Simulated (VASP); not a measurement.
# Mg3Sb2 (P-3m1) in VASP: a series of runs

Mg3Sb2 is run at these levels: r2SCAN; tasks: single point.

Everything below comes from runs of VASP 6.6.1. Logs are shortened: lines on timing, memory, paths and dates and some standing lists are left out, and cuts for length are marked.

## (1) The cell of the first run

It takes space group P-3m1 (No. 164, trigonal). The conventional cell has a = 4.511 Å, b = 4.511 Å, c = 7.131 Å, α = 90.00°, β = 90.00°, γ = 120.00°. Within 3.7 Å of Sb (site symmetry 3m) lie 7 Mg at 2.79 to 3.07 Å. Mg (site symmetry -3m) has 6 Sb at 3.07 Å and 6 Mg at 3.69 Å within 4.0 Å. Within 3.7 Å of Mg (site symmetry 3m) lie 4 Sb at 2.79 to 2.90 Å and 6 Mg at 3.23 to 3.69 Å.

## (2) Single point, r2SCAN (25.13 Å³/atom)

Input file POSCAR:

```
Mg3Sb2
1.0
    4.5110063210      0.0000000000      0.0000000000
   -2.2555031605      3.9066460706      0.0000000000
    0.0000000000      0.0000000000      7.1312431961
Sb Mg
2 3
Direct
    0.3333333333      0.6666666667      0.2265968343
    0.6666666667      0.3333333333      0.7734031657
    0.0000000000      0.0000000000      0.0000000000
    0.3333333333      0.6666666667      0.6333903794
    0.6666666667      0.3333333333      0.3666096206
```

Input file INCAR.step1:

```
SYSTEM = Mg3Sb2
PREC     = Accurate       ! precision mode
ENCUT    = 660            ! plane-wave cutoff, eV
ISMEAR   = 0              ! smearing method
SIGMA    = 0.05           ! smearing width, eV
LREAL    = .FALSE.        ! projectors in reciprocal space
LASPH    = .TRUE.         ! aspherical terms in the spheres
NELM     = 120            ! most SCF steps
NBANDS   = 16             ! bands
GGA      = PE             ! functional
ALGO     = Normal         ! electronic algorithm
EDIFF    = 1E-5           ! SCF threshold, eV
LWAVE    = .TRUE.         ! write WAVECAR
LCHARG   = .FALSE.        ! write CHGCAR
GGA_COMPAT= .FALSE.
```

Input file INCAR.step2:

```
SYSTEM = Mg3Sb2
PREC     = Accurate       ! precision mode
ENCUT    = 660            ! plane-wave cutoff, eV
EDIFF    = 1E-6           ! SCF threshold, eV
ISMEAR   = 0              ! smearing method
SIGMA    = 0.05           ! smearing width, eV
LREAL    = .FALSE.        ! projectors in reciprocal space
LASPH    = .TRUE.         ! aspherical terms in the spheres
NELM     = 120            ! most SCF steps
ALGO     = Normal         ! electronic algorithm
ISIF     = 2              ! what is computed and relaxed
LWAVE    = .FALSE.        ! write WAVECAR
LCHARG   = .FALSE.        ! write CHGCAR
METAGGA  = R2SCAN         ! meta-GGA
LMIXTAU  = .TRUE.       
NBANDS   = 16             ! bands
ISTART   = 1            
GGA_COMPAT= .FALSE.
```

Input file KPOINTS:

```
Automatic mesh
0
G
  6 6 4
  0 0 0
```

Potentials or basis: VASP PAW PBE potentials, release 64 (Sb, Mg).

The run is started by

```
> cat potpaw_PBE.64/Sb/POTCAR potpaw_PBE.64/Mg/POTCAR > POTCAR
> cp INCAR.step1 INCAR
> mpirun -np 1 vasp_std > vasp.out
> cp INCAR.step2 INCAR
> mpirun -np 1 vasp_std > vasp.out
```

OUTCAR:

```text
SYSTEM = Mg3Sb2
   PREC = Accurate
   ENCUT = 660
   EDIFF = 1E-6
   ISMEAR = 0
   LREAL = .FALSE.
   LASPH = .TRUE.
   NELM = 120
   ISIF = 2
   METAGGA = R2SCAN
   ISTART = 1

 ion  position               nearest neighbor table
   1  0.333  0.667  0.227-   5 2.79   5 2.79   5 2.79   4 2.90   3 3.07   3 3.07   3 3.07
   2  0.667  0.333  0.773-   4 2.79   4 2.79   4 2.79   5 2.90   3 3.07   3 3.07   3 3.07
   3  0.000  0.000  0.000-   1 3.07   2 3.07   1 3.07   2 3.07   2 3.07   1 3.07
   4  0.333  0.667  0.633-   2 2.79   2 2.79   2 2.79   1 2.90   5 3.23   5 3.23   5 3.23
   5  0.667  0.333  0.367-   1 2.79   1 2.79   1 2.79   2 2.90   4 3.23   4 3.23   4 3.23

  LATTYP: Found a hexagonal cell.
 ALAT       =     4.5110063210
 C/A-ratio  =     1.5808541795

  Lattice vectors:

 A1 = (   4.5110063210,   0.0000000000,   0.0000000000)
 A2 = (  -2.2555031605,   3.9066460706,   0.0000000000)
 A3 = (   0.0000000000,   0.0000000000,   7.1312431961)

Analysis of symmetry for initial positions (statically):
=====================================================================
 Subroutine PRICEL returns:
 Original cell was already a primitive cell.

 Routine SETGRP: Setting up the symmetry group for a
 hexagonal supercell.

 Subroutine GETGRP returns: Found 12 space group operations
 (whereof 12 operations were pure point group operations)
 out of a pool of 24 trial point group operations.

The static configuration has the point symmetry D_3d.

Analysis of symmetry for dynamics (positions and initial velocities):
=====================================================================
 Subroutine PRICEL returns:
 Original cell was already a primitive cell.

 Routine SETGRP: Setting up the symmetry group for a
 hexagonal supercell.

 Subroutine GETGRP returns: Found 12 space group operations
 (whereof 12 operations were pure point group operations)
 out of a pool of 24 trial point group operations.

The dynamic configuration has the point symmetry D_3d.

 Subroutine INISYM returns: Found 12 space group operations
 (whereof 12 operations are pure point group operations),
 and found     1 'primitive' translations

----------------------------------------------------------------------------------------

                                     Primitive cell

  volume of cell :     125.6732

  direct lattice vectors                    reciprocal lattice vectors
     4.511006321  0.000000000  0.000000000     0.221680026  0.127987023  0.000000000
    -2.255503160  3.906646071  0.000000000     0.000000000  0.255974046  0.000000000
     0.000000000  0.000000000  7.131243196     0.000000000  0.000000000  0.140228004

  length of vectors
     4.511006321  4.511006321  7.131243196     0.255974046  0.255974046  0.140228004

  position of ions in fractional coordinates (direct lattice)
     0.333333333  0.666666667  0.226596834
     0.666666667  0.333333333  0.773403166
     0.000000000  0.000000000  0.000000000
     0.333333333  0.666666667  0.633390379
     0.666666667  0.333333333  0.366609621

  ion indices of the primitive-cell ions
   primitive index   ion index
                 1           1
                 2           2
                 3           3
                 4           4
                 5           5

----------------------------------------------------------------------------------------

 KPOINTS: Automatic mesh

Automatic generation of k-mesh.
 Grid dimensions read from file:
 generate k-points for:    6    6    4

 Generating k-lattice:

  Cartesian coordinates                     Fractional coordinates (reciprocal lattice)
     0.036946671  0.021331170  0.000000000     0.166666667  0.000000000  0.000000000
     0.000000000  0.042662341  0.000000000     0.000000000  0.166666667  0.000000000
     0.000000000  0.000000000  0.035057001     0.000000000  0.000000000  0.250000000

  Length of vectors
     0.042662341  0.042662341  0.035057001

  Shift w.r.t. Gamma in fractional coordinates (k-lattice)
     0.000000000  0.000000000  0.000000000

 Subroutine IBZKPT returns following result:
 ===========================================

 Found     24 irreducible k-points:

 Following reciprocal coordinates:
            Coordinates               Weight
  0.000000  0.000000  0.000000      1.000000
  0.166667  0.000000  0.000000      6.000000
  0.333333  0.000000  0.000000      6.000000
  0.500000  0.000000  0.000000      3.000000
  0.166667  0.166667  0.000000      6.000000
  0.333333  0.166667  0.000000     12.000000
[... 16 lines left out ...]
  0.333333  0.166667  0.500000     12.000000
  0.333333  0.333333  0.500000      2.000000
   k-points           NKPTS =     24   k-points in BZ     NKDIM =     24   number of bands    NBANDS=     16
   number of dos      NEDOS =    301   number of ions     NIONS =      5
   total plane-waves  NPLWV =  96000
   dimension x,y,z NGX =    40 NGY =   40 NGZ =   60
   dimension x,y,z NGXF=    80 NGYF=   80 NGZF=  120
[... 71 lines left out ...]
      1      -6.2118      2.00000
      2      -4.7905      2.00000
      3      -0.5264      2.00000
      4       3.4929      2.00000
      5       3.4929      2.00000
      6       4.2729      2.00000
[... 8 lines left out ...]
     15       9.2060      0.00000
     16      10.1113      0.00000

 k-point     2 :       0.1667    0.0000    0.0000
  band No.  band energies     occupation
      1      -6.0010      2.00000
      2      -4.6677      2.00000
      3      -0.2713      2.00000
      4       2.0847      2.00000
      5       3.0158      2.00000
      6       3.0347      2.00000
[... 8 lines left out ...]
     15       9.2021      0.00000
     16       9.8462      0.00000

 k-point     3 :       0.3333    0.0000    0.0000
  band No.  band energies     occupation
      1      -5.4427      2.00000
      2      -4.4528      2.00000
      3       0.3137      2.00000
      4       0.5584      2.00000
      5       1.4442      2.00000
      6       2.4239      2.00000
[... 8 lines left out ...]
     15      10.8202      0.00000
     16      10.8371      0.00000

 k-point     4 :       0.5000    0.0000    0.0000
  band No.  band energies     occupation
      1      -4.9679      2.00000
      2      -4.4770      2.00000
      3      -0.2280      2.00000
      4       0.7153      2.00000
      5       1.2365      2.00000
      6       2.1995      2.00000
[... 8 lines left out ...]
     15      11.2524      0.00000
     16      11.8095      0.00000

 k-point     5 :       0.1667    0.1667    0.0000
  band No.  band energies     occupation
      1      -5.6123      2.00000
      2      -4.4928      2.00000
      3       0.2152      2.00000
      4       1.1688      2.00000
      5       1.3762      2.00000
      6       2.6567      2.00000
[... 8 lines left out ...]
     15      10.1439      0.00000
     16      11.0271      0.00000

 k-point     6 :       0.3333    0.1667    0.0000
  band No.  band energies     occupation
      1      -5.0180      2.00000
      2      -4.4267      2.00000
      3       0.0773      2.00000
      4       0.8540      2.00000
      5       1.1389      2.00000
      6       1.6084      2.00000
[... 8 lines left out ...]
     15      10.9684      0.00000
     16      11.8181      0.00000
[... 267 lines left out ...]
 k-point    21 :       0.5000    0.0000    0.5000
  band No.  band energies     occupation
      1      -4.7293      2.00000
      2      -4.6894      2.00000
      3      -0.5048      2.00000
      4      -0.1884      2.00000
      5       2.6852      2.00000
      6       2.9151      2.00000
[... 8 lines left out ...]
     15      11.3889      0.00000
     16      11.4493      0.00000

 k-point    22 :       0.1667    0.1667    0.5000
  band No.  band energies     occupation
      1      -5.2108      2.00000
      2      -5.0538      2.00000
      3       0.7389      2.00000
      4       0.8373      2.00000
      5       2.3720      2.00000
      6       2.4952      2.00000
[... 8 lines left out ...]
     15       9.5411      0.00000
     16      10.4992      0.00000

 k-point    23 :       0.3333    0.1667    0.5000
  band No.  band energies     occupation
      1      -4.7577      2.00000
      2      -4.6863      2.00000
      3      -0.1499      2.00000
      4       0.0810      2.00000
      5       1.5714      2.00000
      6       1.9180      2.00000
[... 8 lines left out ...]
     15      10.8873      0.00000
     16      11.0867      0.00000

 k-point    24 :       0.3333    0.3333    0.5000
  band No.  band energies     occupation
      1      -4.5669      2.00000
      2      -4.5669      2.00000
      3       0.1385      2.00000
      4       0.1385      2.00000
      5       0.4842      2.00000
      6       1.1037      2.00000
[... 8 lines left out ...]
     15      10.4604      0.00000
     16      10.7108      0.00000

------------------------ aborting loop because EDIFF is reached ----------------------------------------

  FORCE on cell =-STRESS in cart. coord.  units (eV):
  Direction    XX          YY          ZZ          XY          YZ          ZX
  --------------------------------------------------------------------------------------
  -------------------------------------------------------------------------------------
  Total        1.6131468      1.6131468      1.6074798     -0.0000000     -0.0000000      0.0000000
  in kB       20.5656165     20.5656165     20.4933694     -0.0000000     -0.0000000      0.0000000
  external PRESSURE =      20.5415341 kB  Pullay stress =       0.0000000 kB

 VOLUME and BASIS-vectors are now :
 -----------------------------------------------------------------------------
  energy-cutoff  :      660.00
  volume of cell :      125.67
      direct lattice vectors                 reciprocal lattice vectors
     4.511006321  0.000000000  0.000000000     0.221680026  0.127987023  0.000000000
    -2.255503160  3.906646071  0.000000000     0.000000000  0.255974046  0.000000000
     0.000000000  0.000000000  7.131243196     0.000000000  0.000000000  0.140228004

 POSITION                                       TOTAL-FORCE (eV/Angst)
 -----------------------------------------------------------------------------------
     -0.00000      2.60443      1.61592        -0.000000     -0.000000     -0.015132
      2.25550      1.30222      5.51533         0.000000      0.000000      0.015132
      0.00000      0.00000      0.00000        -0.000000      0.000000      0.000000
     -0.00000      2.60443      4.51686        -0.000000      0.000000     -0.010235
      2.25550      1.30222      2.61438         0.000000     -0.000000      0.010235
 -----------------------------------------------------------------------------------
    total drift:                               -0.000000     -0.000000     -0.000000

  FREE ENERGIE OF THE ION-ELECTRON SYSTEM (eV)
  ---------------------------------------------------
  free  energy   TOTEN  =       -66.2212431984 eV

  energy  without entropy=      -66.2212431984  energy(sigma->0) =      -66.22124320
```

Wall time 5.1 min (1 thread of Oxide Virtual Turin-like, shared host); peak memory 0.32 GiB.

What came out:

| Property | Result |
| --- | --- |
| Free energy | -66.2212 eV |
| Pressure | 2.1 GPa |
| Largest force | 0.015 eV/Å |
| Band gap on the k mesh | 0.50 eV (least direct gap 1.76 eV) |

Forces on the atoms (eV/Å):
```
Sb   0.000  0.000 -0.015
Sb   0.000  0.000  0.015
Mg   0.000  0.000  0.000
Mg   0.000  0.000 -0.010
Mg   0.000  0.000  0.010
```

Caveat: semilocal functionals underestimate gaps, and a narrow one can read as zero; the PAW data sets were made with another functional, which shifts forces and pressure a little; spin-orbit coupling is left out, which moves the levels of the heavy elements.

## (3) Single point, r2SCAN (25.66 Å³/atom)

This run uses another cell than the first one, of 25.66 Å³/atom.

Input file POSCAR:

```
Mg3Sb2
1.0
    4.5402471072      0.0000000000      0.0000000000
   -2.2701235536      3.9319693343      0.0000000000
    0.0000000000      0.0000000000      7.1863436387
Sb Mg
2 3
Direct
    0.3333333333      0.6666666667      0.2276608411
    0.6666666667      0.3333333333      0.7723391589
    0.0000000000      0.0000000000      0.0000000000
    0.3333333333      0.6666666667      0.6336062583
    0.6666666667      0.3333333333      0.3663937417
```

Input file INCAR.step1:

```
SYSTEM = Mg3Sb2
ALGO     = Normal         ! electronic algorithm
EDIFF    = 1E-5           ! SCF threshold, eV
ENCUT    = 660            ! plane-wave cutoff, eV
GGA      = PE             ! functional
GGA_COMPAT= .False.      
ISMEAR   = 0              ! smearing method
LASPH    = .True.         ! aspherical terms in the spheres
LCHARG   = .False.        ! write CHGCAR
LREAL    = .False.        ! projectors in reciprocal space
LWAVE    = .True.         ! write WAVECAR
NBANDS   = 16             ! bands
NELM     = 120            ! most SCF steps
PREC     = Accurate       ! precision mode
SIGMA    = 0.05           ! smearing width, eV
```

Input file INCAR.step2:

```
SYSTEM = Mg3Sb2
ALGO     = Normal         ! electronic algorithm
EDIFF    = 1E-6           ! SCF threshold, eV
ENCUT    = 660            ! plane-wave cutoff, eV
GGA_COMPAT= .False.      
ISIF     = 2              ! what is computed and relaxed
ISMEAR   = 0              ! smearing method
ISTART   = 1            
LASPH    = .True.         ! aspherical terms in the spheres
LCHARG   = .True.         ! write CHGCAR
LELF     = .True.         ! ELF
LMIXTAU  = .True.       
LREAL    = .False.        ! projectors in reciprocal space
LVHAR    = .True.       
LWAVE    = .False.        ! write WAVECAR
METAGGA  = R2SCAN         ! meta-GGA
NBANDS   = 16             ! bands
NELM     = 120            ! most SCF steps
PREC     = Accurate       ! precision mode
SIGMA    = 0.05           ! smearing width, eV
```

Input file KPOINTS:

```
k-points
0
Gamma
  6 6 4
  0 0 0
```

Potentials or basis: VASP PAW PBE potentials, release 64 (Sb, Mg).

The run is started by

```
> cat potpaw_PBE.64/Sb/POTCAR potpaw_PBE.64/Mg/POTCAR > POTCAR
> cp INCAR.step1 INCAR
> mpirun -np 1 vasp_std > vasp.out
> cp INCAR.step2 INCAR
> mpirun -np 1 vasp_std > vasp.out
```

Wall time 6.1 min (1 thread of Oxide Virtual Turin-like, shared host); peak memory 0.34 GiB.

The run converged. Its results:

| Item | Value |
| --- | --- |
| Free energy | -66.2456 eV |
| Pressure | 1.0 GPa |
| Largest force | 0.013 eV/Å |
| Band gap on the k mesh | 0.53 eV (least direct gap 1.75 eV) |

Forces in eV/Å, atoms in the order of the input:
```
Sb   0.000  0.000 -0.013
Sb   0.000  0.000  0.013
Mg   0.000  0.000  0.000
Mg   0.000  0.000 -0.009
Mg   0.000  0.000  0.009
```

Levels at points of the mesh, in eV from the valence-band top:
| k point | band 5 | band 6 | band 7 | band 8 | band 9 | band 10 | band 11 | band 12 |
| --- | --- | --- | --- | --- | --- | --- | --- | --- |
| (0.00, 0.00, 0.00) | -1.20 | -0.45 | -0.45 | 0.00 | 1.78 | 1.88 | 3.40 | 3.40 |
| (0.50, 0.00, 0.00) | -3.41 | -2.47 | -2.26 | -0.99 | 0.76 | 2.45 | 2.46 | 3.13 |
| (0.00, 0.00, 0.50) | -0.87 | -0.87 | -0.81 | -0.81 | 2.29 | 2.51 | 3.04 | 3.04 |
| (0.50, 0.00, 0.50) | -1.98 | -1.78 | -1.72 | -1.63 | 0.89 | 1.65 | 2.15 | 2.53 |

Caveat: semilocal functionals underestimate gaps, and a narrow one can read as zero; the PAW data sets were made with another functional, which shifts forces and pressure a little; spin-orbit coupling is left out, which moves the levels of the heavy elements.

## (4) Single point, r2SCAN (26.18 Å³/atom)

This run uses another cell than the first one, of 26.18 Å³/atom.

Input file POSCAR:

```
Mg3Sb2
1.0
    4.5687898813      0.0000000000      0.0000000000
   -2.2843949407      3.9566881018      0.0000000000
    0.0000000000      0.0000000000      7.2416664105
Sb Mg
2 3
Direct
    0.3333333333      0.6666666667      0.2288398273
    0.6666666667      0.3333333333      0.7711601727
    0.0000000000      0.0000000000      0.0000000000
    0.3333333333      0.6666666667      0.6336972844
    0.6666666667      0.3333333333      0.3663027156
```

Input file INCAR.step1:

```
SYSTEM = Mg3Sb2
PREC = Accurate
ENCUT = 660
ISMEAR = 0
SIGMA = 0.05
LREAL = .False.
LASPH = .True.
NELM = 120
NBANDS = 16
GGA = PE
ALGO = Normal
EDIFF = 1E-5
LWAVE = .True.
LCHARG = .False.
GGA_COMPAT = .False.
```

Input file INCAR.step2:

```
SYSTEM = Mg3Sb2
PREC = Accurate
ENCUT = 660
EDIFF = 1E-6
ISMEAR = 0
SIGMA = 0.05
LREAL = .False.
LASPH = .True.
NELM = 120
ALGO = Normal
ISIF = 2
LWAVE = .False.
LCHARG = .True.
METAGGA = R2SCAN
LMIXTAU = .True.
LELF = .True.
LVHAR = .True.
NBANDS = 16
ISTART = 1
GGA_COMPAT = .False.
```

Input file KPOINTS:

```
regular mesh
0
Gamma
  6 6 4
  0 0 0
```

The run is started by

```
> cat potpaw_PBE.64/Sb/POTCAR potpaw_PBE.64/Mg/POTCAR > POTCAR
> cp INCAR.step1 INCAR
> mpirun -np 1 vasp_std > vasp.out
> cp INCAR.step2 INCAR
> mpirun -np 1 vasp_std > vasp.out
```

Wall time 5.4 min (1 thread of Oxide Virtual Turin-like, shared host); peak memory 0.34 GiB.

The run converged. Its results:

```
Free energy            : -66.2531 eV
Pressure               : 0.0 GPa
Largest force          : 0.020 eV/Å
Band gap on the k mesh : 0.56 eV (least direct gap 1.75 eV)
```

Forces in eV/Å, atoms in the order of the input:
```
Sb   0.000  0.000 -0.020
Sb   0.000  0.000  0.020
Mg   0.000  0.000  0.000
Mg   0.000  0.000 -0.005
Mg   0.000  0.000  0.005
```

Levels at points of the mesh, in eV from the valence-band top:
```csv
k point,band 4,band 5,band 6,band 7,band 8,band 9,band 10,band 11,band 12,band 13
"(0.00, 0.00, 0.00)",-1.16,-1.16,-0.42,-0.42,0.00,1.77,1.79,3.41,3.41,4.27
"(0.50, 0.00, 0.00)",-3.86,-3.32,-2.39,-2.20,-0.96,0.79,2.43,2.46,3.16,5.51
"(0.00, 0.00, 0.50)",-3.01,-0.84,-0.84,-0.76,-0.76,2.29,2.46,3.06,3.06,3.92
"(0.50, 0.00, 0.50)",-4.71,-1.91,-1.74,-1.69,-1.58,0.87,1.68,2.15,2.58,4.98
```

Caveat: semilocal functionals underestimate gaps, and a narrow one can read as zero; the PAW data sets were made with another functional, which shifts forces and pressure a little; spin-orbit coupling is left out, which moves the levels of the heavy elements.

## (5) Summary

```csv
cell,gap on the mesh (eV),pressure (GPa),largest force (eV/Å)
"a = 4.511, b = 4.511, c = 7.131 Å, angles 90.0, 90.0, 120.0°, 5 atoms, atomic positions A",0.50,2.1,0.02
"a = 4.540, b = 4.540, c = 7.186 Å, angles 90.0, 90.0, 120.0°, 5 atoms, atomic positions B",0.53,1.0,0.01
"a = 4.569, b = 4.569, c = 7.242 Å, angles 90.0, 90.0, 120.0°, 5 atoms, atomic positions C",0.56,0.0,0.02
```

Alike in all rows: task single point; level r2SCAN; potentials or basis VASP PAW PBE potentials, release 64 (Sb, Mg); no spin polarisation; k mesh 6 × 6 × 4; cutoff (eV) 660; smearing gaussian 0.05 eV.

Caveats: semilocal functionals underestimate gaps, and a narrow one can read as zero; the PAW data sets were made with another functional, which shifts forces and pressure a little; spin-orbit coupling is left out, which moves the levels of the heavy elements.

Absolute energies hang on the potentials; compare differences alone.
